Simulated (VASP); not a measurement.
**Mg2ZnO3: single point with PBEsol**

Crystal: Mg2ZnO3.

```xyz
6
Lattice="3.0330 0.0000 0.0000 -1.5165 2.6267 0.0000 0.0000 0.0000 7.4033" Properties=species:S:1:pos:R:3 pbc="T T T"
Mg    0.0000    1.7511    4.9291
Mg    1.5165    0.8756    2.4742
Zn    0.0000    0.0000    0.0000
O     0.0000    1.7511    1.2780
O     1.5165    0.8756    6.1254
O     0.0000    0.0000    3.7017
```

```yaml
Program: VASP 6.6.1
Task: single point
Functional: PBEsol
Potentials_or_basis: VASP PAW PBE potentials, release 64 (Mg, Zn, O)
Cutoff: 520 eV
k_mesh: 7 × 7 × 3
Occupations: gaussian, width 0.01 eV
Spin: no spin polarisation
```

The pressure is -5.8 GPa and the largest force is 0.103 eV/Å. The band gap on the k mesh is 2.80 eV, indirect (least direct gap 2.87 eV).

Forces in eV/Å, atoms in the order of the input:
```
Mg   0.000  0.000  0.013
Mg   0.000  0.000 -0.013
Zn   0.000  0.000  0.000
O    0.000  0.000 -0.103
O    0.000  0.000  0.103
O    0.000  0.000  0.000
```

Stress tensor (GPa, compression positive):
```
-5.80  0.00  0.00
 0.00 -5.80  0.00
 0.00  0.00 -5.92
```

Levels at points of the mesh, in eV from the valence-band top:
| k point | band 14 | band 15 | band 16 | band 17 | band 18 | band 19 | band 20 | band 21 |
| --- | --- | --- | --- | --- | --- | --- | --- | --- |
| (0.00, 0.00, 0.00) | -0.42 | -0.42 | -0.07 | -0.07 | 2.80 | 6.21 | 6.50 | 11.12 |

It took 30 s on 1 thread of Intel(R) Xeon(R) Platinum 8488C (Sapphire Rapids), with other jobs on the host, peak memory 0.19 GiB.

Caveat: the PAW data sets were made with another functional, which shifts forces and pressure a little. PBEsol gaps usually lie below the measured ones, often by a third to a half.
